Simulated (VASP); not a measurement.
Wanted: the native input for a VASP 6.6.1 run.

| Quantity | Value |
| --- | --- |
| Task | single point |
| Functional | PBEsol |
| Potentials or basis | VASP PAW PBE potentials, release 64 (Pt) |
| Cutoff | 520 eV |
| k mesh | 18 × 18 × 10 |
| Occupations | gaussian, width 0.15 eV |
| Spin | no spin polarisation |
| Dipole correction | no |
| Further INCAR settings | ALGO = Fast; EDIFF = 1e-06; NBANDS = 17 |

The structure of Pt lies in POSCAR:

```
Pt
1.0
    2.6916489754      0.0000000000      0.0000000000
   -1.3458244877      2.3310363908      0.0000000000
    0.0000000000      0.0000000000      4.7921340000
Pt
2
Direct
    0.6666666667      0.3333333333      0.7500000000
    0.3333333333      0.6666666667      0.2500000000
```

This cell differs from its parent crystal: strain -0.0250 x Voigt [1, 1, 0, 0, 0, 0].

One way to write it, as run:

INCAR

```
SYSTEM = Pt
ALGO = Fast
EDIFF = 1E-6
ENCUT = 520
GGA = PS
ISIF = 2
ISMEAR = 0
LASPH = .True.
LCHARG = .False.
LREAL = .False.
LWAVE = .False.
NBANDS = 17
NELM = 80
PREC = Accurate
SIGMA = 0.15
```

KPOINTS

```
k-points
0
Gamma
  18 18 10
  0 0 0
```

Potentials or basis: VASP PAW PBE potentials, release 64 (Pt).

Command:

```sh
$ cat potpaw_PBE.64/Pt/POTCAR > POTCAR
$ mpirun -np 1 vasp_std > vasp.out
```

It gave:

- Pressure: 2.8 GPa
- Band gap on the k mesh: zero (band 10 reaches 11.77 eV, above the bottom of band 11 at 10.32 eV)

Caveat: the cell differs from its parent crystal (strain -0.0250 x Voigt [1, 1, 0, 0, 0, 0]); the PAW data sets were made with another functional, which shifts forces and pressure a little; spin-orbit coupling is left out, which moves the levels of the heavy elements.

Run time: 34 s on 1 thread of Intel(R) Xeon(R) 6975P-C (Granite Rapids) (shared host), peak memory 0.21 GiB.
